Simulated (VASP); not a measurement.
Here is a VASP 6.6.1 calculation.

Contents of INCAR:

```
PREC = Accurate ; ENCUT = 520
EDIFF = 1E-6 ; ISMEAR = -1
SIGMA = 0.08 ; LREAL = F
LASPH = T ; NELM = 100
ALGO = Normal ; ISIF = 2
LWAVE = F ; LCHARG = F
GGA = PS ; NBANDS = 10
```

Contents of KPOINTS:

```
Automatic mesh
0
Gamma
  12 12 12
```

POSCAR

```
Na
1.0
    2.6949287526      0.0000000000      0.0000000000
    0.0000000000      2.6949287526      0.0000000000
    0.0000000000      0.0000000000      2.6949287526
Na
1
Direct
    0.0000000000      0.0000000000      0.0000000000
```

Potentials or basis: VASP PAW PBE potentials, release 64 (Na_pv).

Run with:

```sh
$ cat potpaw_PBE.64/Na_pv/POTCAR > POTCAR
$ mpirun -np 1 vasp_std > vasp.out
```

Question: Estimate the band gap on the k mesh.

Answer: Zero (an odd number of electrons rules out a gap without spin polarisation).

Question: Estimate the pressure.

Answer: 15.4 GPa.

Caveat: the cell stands under pressure; the PAW data sets were made with another functional, which shifts forces and pressure a little.
